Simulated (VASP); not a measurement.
# MgO (Periclase) (Fm-3m) in VASP: a series of runs, part 2 of 2

VASP 6.6.1. Earlier steps stand in the parts before.

### 4 Single point, PBE (volume scaled by 0.680)

INCAR reads:

```
ALGO = Normal ; EDIFF = 1E-6
ENCUT = 520 ; GGA = PE
ISIF = 2 ; ISMEAR = 0
LASPH = True ; LCHARG = True
LELF = True ; LREAL = False
LVHAR = True ; LWAVE = False
NBANDS = 11 ; NELM = 100
PREC = Accurate ; SIGMA = 0.05
```

KPOINTS reads:

```
k-points
0
Gamma
  10 10 10
```

POSCAR reads:

```
MgO
1.0
    0.0000000000      1.8708681224      1.8708681224
    1.8708681224      0.0000000000      1.8708681224
    1.8708681224      1.8708681224      0.0000000000
Mg O
1 1
Direct
    0.0000000000      0.0000000000      0.0000000000
    0.5000000000      0.5000000000      0.5000000000
```

Potentials or basis: VASP PAW PBE potentials, release 64 (Mg, O).

Started as:

```console
> cat potpaw_PBE.64/Mg/POTCAR potpaw_PBE.64/O/POTCAR > POTCAR
> mpirun -np 1 vasp_std > vasp.out
```

OUTCAR:

```text
EDIFF = 1E-6
   ENCUT = 520
   GGA = PE
   ISIF = 2
   ISMEAR = 0
   LASPH = True
   LREAL = False
   NELM = 100
   PREC = Accurate

 ion  position               nearest neighbor table
   1  0.000  0.000  0.000-   2 1.87   2 1.87   2 1.87   2 1.87   2 1.87   2 1.87
   2  0.500  0.500  0.500-   1 1.87   1 1.87   1 1.87   1 1.87   1 1.87   1 1.87

  LATTYP: Found a face centered cubic cell.
 ALAT       =     3.7417362448

  Lattice vectors:

 A1 = (   0.0000000000,   1.8708681224,   1.8708681224)
 A2 = (   1.8708681224,   0.0000000000,   1.8708681224)
 A3 = (   1.8708681224,   1.8708681224,   0.0000000000)

Analysis of symmetry for initial positions (statically):
=====================================================================
 Subroutine PRICEL returns:
 Original cell was already a primitive cell.

 Routine SETGRP: Setting up the symmetry group for a
 face centered cubic supercell.

 Subroutine GETGRP returns: Found 48 space group operations
 (whereof 48 operations were pure point group operations)
 out of a pool of 48 trial point group operations.

The static configuration has the point symmetry O_h .

Analysis of symmetry for dynamics (positions and initial velocities):
=====================================================================
 Subroutine PRICEL returns:
 Original cell was already a primitive cell.

 Routine SETGRP: Setting up the symmetry group for a
 face centered cubic supercell.

 Subroutine GETGRP returns: Found 48 space group operations
 (whereof 48 operations were pure point group operations)
 out of a pool of 48 trial point group operations.

The dynamic configuration has the point symmetry O_h .

 Subroutine INISYM returns: Found 48 space group operations
 (whereof 48 operations are pure point group operations),
 and found     1 'primitive' translations

----------------------------------------------------------------------------------------

                                     Primitive cell

[... 117 lines left out ...]
   AEXX    =    0.0000 exact exchange contribution
   IVDW    =     0    specifies the selected vdW correction
   LEPSILON=     F    determine dielectric tensor
   LRPA    =     F    only Hartree local field effects (RPA)
 non-spin polarized calculation
 Gauss-broadening in eV      SIGMA  =   0.05
  energy-cutoff  :      520.00
  volume of cell :       13.10
 maximum number of plane-waves:       364
   NGX =  9   NGY =  9   NGZ =  9

 number of electron       8.0000004 magnetization

 Free energy of the ion-electron system (eV)
  ---------------------------------------------------
  ext. energy  EPLUGINS =         0.00000000
  ---------------------------------------------------
  free energy    TOTEN  =       -10.16805466 eV

  energy without entropy =      -10.16805466  energy(sigma->0) =      -10.16805466

 E-fermi :   6.6675     XC(G=0): -12.8895

 val. band max:        6.4416121368   @ k =   0.0000   0.0000   0.0000
 cond. band min:      15.4774464685   @ k =   0.0000   0.0000   0.0000
 fundamental gap:      9.0358343317
 Fermi energy:         6.6674809778

 k-point     1 :       0.0000    0.0000    0.0000
  band No.  band energies     occupation
      1     -13.0588      2.00000
      2       6.4416      2.00000
      3       6.4416      2.00000
      4       6.4416      2.00000
      5      15.4774      0.00000
      6      24.1711      0.00000
      7      24.1711      0.00000
      8      24.1711      0.00000
      9      29.1446      0.00000
     10      31.4030      0.00000
     11      31.4030      0.00000
[... 309 lines left out ...]
 k-point    24 :       0.4000    0.3000    0.0000
  band No.  band energies     occupation
      1     -10.8453      2.00000
      2       1.5412      2.00000
      3       4.5378      2.00000
      4       4.8666      2.00000
      5      17.0946      0.00000
      6      20.6106      0.00000
      7      24.3451      0.00000
      8      29.7437      0.00000
      9      30.0577      0.00000
     10      35.9876      0.00000
     11      41.5431      0.00000

 [... further k-points ...]

------------------------ aborting loop because EDIFF is reached ----------------------------------------

  FORCE on cell =-STRESS in cart. coord.  units (eV):
  Direction    XX          YY          ZZ          XY          YZ          ZX
  --------------------------------------------------------------------------------------
  -------------------------------------------------------------------------------------
  Total       10.4396839     10.4396839     10.4396839      0.0000000      0.0000000     -0.0000000
  in kB     1277.1397189   1277.1397189   1277.1397189      0.0000000      0.0000000     -0.0000000
  external PRESSURE =    1277.1397189 kB  Pullay stress =       0.0000000 kB

 VOLUME and BASIS-vectors are now :
 -----------------------------------------------------------------------------
  energy-cutoff  :      520.00
  volume of cell :       13.10
      direct lattice vectors                 reciprocal lattice vectors
     0.000000000  1.870868122  1.870868122    -0.267255609  0.267255609  0.267255609
     1.870868122  0.000000000  1.870868122     0.267255609 -0.267255609  0.267255609
     1.870868122  1.870868122  0.000000000     0.267255609  0.267255609 -0.267255609

 POSITION                                       TOTAL-FORCE (eV/Angst)
 -----------------------------------------------------------------------------------
      0.00000      0.00000      0.00000        -0.000000      0.000000      0.000000
      1.87087      1.87087      1.87087         0.000000     -0.000000     -0.000000
 -----------------------------------------------------------------------------------
    total drift:                                0.000000      0.000000      0.000000

  FREE ENERGIE OF THE ION-ELECTRON SYSTEM (eV)
  ---------------------------------------------------
  free  energy   TOTEN  =       -10.1680546646 eV

  energy  without entropy=      -10.1680546646  energy(sigma->0) =      -10.16805466
```

OSZICAR:

```text
N       E                     dE             d eps       ncg     rms          rms(c)
DAV:   1     0.170029950183E+02    0.17003E+02   -0.52098E+03  1194   0.687E+02
DAV:   2    -0.116138837451E+02   -0.28617E+02   -0.28127E+02  1193   0.151E+02
DAV:   3    -0.120644997528E+02   -0.45062E+00   -0.45034E+00  1217   0.161E+01
DAV:   4    -0.120651894613E+02   -0.68971E-03   -0.68970E-03  1154   0.758E-01
DAV:   5    -0.120651910520E+02   -0.15907E-05   -0.15909E-05  1205   0.337E-02    0.811E+00
DAV:   6    -0.102157009113E+02    0.18495E+01   -0.74103E+00  1070   0.172E+01    0.203E+00
DAV:   7    -0.101778334236E+02    0.37867E-01   -0.14327E-01  1184   0.282E+00    0.132E+00
DAV:   8    -0.101682077877E+02    0.96256E-02   -0.14053E-02  1115   0.136E+00    0.132E-01
DAV:   9    -0.101680529800E+02    0.15481E-03   -0.32680E-04  1190   0.118E-01    0.747E-02
DAV:  10    -0.101680565864E+02   -0.36065E-05   -0.29082E-04  1136   0.126E-01    0.181E-02
DAV:  11    -0.101680547415E+02    0.18449E-05   -0.16927E-05  1196   0.288E-02    0.141E-03
DAV:  12    -0.101680546646E+02    0.76924E-07   -0.21826E-07   643   0.446E-03
   1 F= -.10168055E+02 E0= -.10168055E+02  d E =-.116133E-12
```

Wall time 7.1 s (1 thread of Intel Xeon 6975P-C, shared host); peak memory 0.13 GiB.

Results:

```yaml
Free_energy: -10.1681 eV
Pressure: 127.7 GPa
Band_gap_on_the_k_mesh: 9.04 eV, direct
```

### 5 Single point, PBE (volume scaled by 0.800)

INCAR reads:

```
SYSTEM = MgO
  PREC = Accurate
  ENCUT = 520
  EDIFF = 1E-6
  ISMEAR = 0
  SIGMA = 0.05
  LREAL = .FALSE.
  LASPH = .TRUE.
  NELM = 100
  ALGO = Normal
  ISIF = 2
  LWAVE = .FALSE.
  LCHARG = .TRUE.
  GGA = PE
  LELF = .TRUE.
  LVHAR = .TRUE.
  NBANDS = 11
```

KPOINTS reads:

```
regular mesh
0
G
  10 10 10
  0 0 0
```

POSCAR reads:

```
MgO
1.0
    0.0000000000      1.9750140973      1.9750140973
    1.9750140973      0.0000000000      1.9750140973
    1.9750140973      1.9750140973      0.0000000000
Mg O
1 1
Direct
    0.0000000000      0.0000000000      0.0000000000
    0.5000000000      0.5000000000      0.5000000000
```

Potentials or basis: VASP PAW PBE potentials, release 64 (Mg, O).

Started as:

```console
> cat potpaw_PBE.64/Mg/POTCAR potpaw_PBE.64/O/POTCAR > POTCAR
> mpirun -np 1 vasp_std > vasp.out
```

OUTCAR:

```text
SYSTEM = MgO
   PREC = Accurate
   ENCUT = 520
   EDIFF = 1E-6
   ISMEAR = 0
   LREAL = .FALSE.
   LASPH = .TRUE.
   NELM = 100
   ISIF = 2
   GGA = PE

 ion  position               nearest neighbor table
   1  0.000  0.000  0.000-   2 1.98   2 1.98   2 1.98   2 1.98   2 1.98   2 1.98
   2  0.500  0.500  0.500-   1 1.98   1 1.98   1 1.98   1 1.98   1 1.98   1 1.98

  LATTYP: Found a face centered cubic cell.
 ALAT       =     3.9500281946

  Lattice vectors:

 A1 = (   0.0000000000,   1.9750140973,   1.9750140973)
 A2 = (   1.9750140973,   0.0000000000,   1.9750140973)
[... 523 lines left out ...]

  FORCE on cell =-STRESS in cart. coord.  units (eV):
  Direction    XX          YY          ZZ          XY          YZ          ZX
  --------------------------------------------------------------------------------------
  -------------------------------------------------------------------------------------
  Total        4.9990440      4.9990440      4.9990440      0.0000000      0.0000000     -0.0000000
  in kB      519.8247454    519.8247454    519.8247454      0.0000000      0.0000000     -0.0000000
  external PRESSURE =     519.8247454 kB  Pullay stress =       0.0000000 kB

 VOLUME and BASIS-vectors are now :
 -----------------------------------------------------------------------------
  energy-cutoff  :      520.00
  volume of cell :       15.41
      direct lattice vectors                 reciprocal lattice vectors
     0.000000000  1.975014097  1.975014097    -0.253162750  0.253162750  0.253162750
     1.975014097  0.000000000  1.975014097     0.253162750 -0.253162750  0.253162750
     1.975014097  1.975014097  0.000000000     0.253162750  0.253162750 -0.253162750

 POSITION                                       TOTAL-FORCE (eV/Angst)
 -----------------------------------------------------------------------------------
      0.00000      0.00000      0.00000        -0.000000     -0.000000      0.000000
      1.97501      1.97501      1.97501         0.000000      0.000000     -0.000000
 -----------------------------------------------------------------------------------
    total drift:                               -0.000000     -0.000000      0.000000

  FREE ENERGIE OF THE ION-ELECTRON SYSTEM (eV)
  ---------------------------------------------------
  free  energy   TOTEN  =       -11.4033399259 eV

  energy  without entropy=      -11.4033399259  energy(sigma->0) =      -11.40333993
```

OSZICAR:

```text
N       E                     dE             d eps       ncg     rms          rms(c)
DAV:   1     0.147375898850E+02    0.14738E+02   -0.47858E+03  1162   0.656E+02
DAV:   2    -0.125879289204E+02   -0.27326E+02   -0.26899E+02  1178   0.146E+02
DAV:   3    -0.130722782636E+02   -0.48435E+00   -0.48414E+00  1238   0.166E+01
DAV:   4    -0.130733092475E+02   -0.10310E-02   -0.10310E-02  1142   0.868E-01
DAV:   5    -0.130733121310E+02   -0.28836E-05   -0.28835E-05  1205   0.440E-02    0.756E+00
DAV:   6    -0.114208759599E+02    0.16524E+01   -0.77508E+00  1070   0.166E+01    0.201E+00
DAV:   7    -0.114086889387E+02    0.12187E-01   -0.88684E-02  1163   0.224E+00    0.132E+00
DAV:   8    -0.114035866367E+02    0.51023E-02   -0.17948E-02  1091   0.153E+00    0.178E-01
DAV:   9    -0.114033205195E+02    0.26612E-03   -0.55844E-04  1211   0.153E-01    0.930E-02
DAV:  10    -0.114033418084E+02   -0.21289E-04   -0.41697E-04  1121   0.146E-01    0.188E-02
DAV:  11    -0.114033400244E+02    0.17840E-05   -0.15599E-05  1193   0.280E-02    0.186E-03
DAV:  12    -0.114033399259E+02    0.98493E-07   -0.21667E-07   610   0.409E-03
   1 F= -.11403340E+02 E0= -.11403340E+02  d E =-.209409E-13
```

stdout:

```text
POSCAR found type information on POSCAR MgO
 POSCAR found :  2 types and       2 ions
 scaLAPACK will be used
 LDA part: xc-table for (Slater+PW92), standard interpolation
 POSCAR, INCAR and KPOINTS ok, starting setup
 FFT: planning ... GRIDC
 FFT: planning ... GRID_SOFT
 FFT: planning ... GRID
 WAVECAR not read
 entering main loop
```

Run time: 6.4 s. Hardware: 1 thread of Intel Xeon 6975P-C, shared host; peak memory 0.14 GiB.

What came out:

```
Free energy            : -11.4033 eV
Pressure               : 52.0 GPa
Band gap on the k mesh : 6.84 eV, direct
```

### 6 Summary

| cell | gap on the mesh (eV) | pressure (GPa) |
| --- | --- | --- |
| a = 2.593 Å, angles 60.0°, 2 atoms | 9.20 | 168.3 |
| a = 2.697 Å, angles 60.0°, 2 atoms | 8.22 | 96.2 |
| a = 2.646 Å, angles 60.0°, 2 atoms | 9.04 | 127.7 |
| a = 2.793 Å, angles 60.0°, 2 atoms | 6.84 | 52.0 |

Alike in all rows: task single point; level PBE; potentials or basis VASP PAW PBE potentials, release 64 (Mg, O); no spin polarisation; k mesh 10 × 10 × 10; cutoff (eV) 520; smearing gaussian 0.05 eV.

Total energies depend on the potentials used, so only differences within one code and one set of settings carry meaning.
